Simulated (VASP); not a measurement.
Crystal: Zn.

```
Zn
1.0
    -1.56904    1.56904    1.56904
     1.56904   -1.56904    1.56904
     1.56904    1.56904   -1.56904
Zn
1
Direct
  0.00000 0.00000 0.00000
```

| Quantity | Value |
| --- | --- |
| Program | VASP 6.6.1 |
| Task | relaxation of cell and atoms |
| Functional | PBE |
| Dispersion | D3(BJ) |
| Potentials or basis | VASP PAW PBE potentials, release 64 (Zn) |
| Cutoff | 600 eV |
| k mesh | 12 × 12 × 12 |
| Occupations | fermi-dirac, width 0.05 eV |
| Spin | no spin polarisation |

At the start: pressure -4.3 GPa; volume 15.45 Å³/atom.

**Question.** How do energy, volume and symmetry change on relaxing?

**Answer.** Over 3 steps the energy falls by 15.2 meV/atom and the volume is 14.43 Å³/atom (-6.6 %); space group Im-3m (No. 229, to 0.05 Å).

Step by step:
| step | energy change (eV) | largest force (eV/Å) | pressure (GPa) | volume (Å³) |
| --- | --- | --- | --- | --- |
| 1 | 0.0000 | 0.0000 | -4.33 | 15.45 |
| 2 | -0.0149 | 0.0000 | -0.60 | 14.54 |
| 3 | -0.0152 | 0.0000 | -0.07 | 14.43 |

Final structure:
```
CELL_PARAMETERS angstrom
-1.53354 1.53354 1.53354
1.53354 -1.53354 1.53354
1.53354 1.53354 -1.53354
ATOMIC_POSITIONS crystal
Zn 0.00000 0.00000 0.00000
```

Caveat: pairwise dispersion overbinds metals, which lowers pressure and volume.
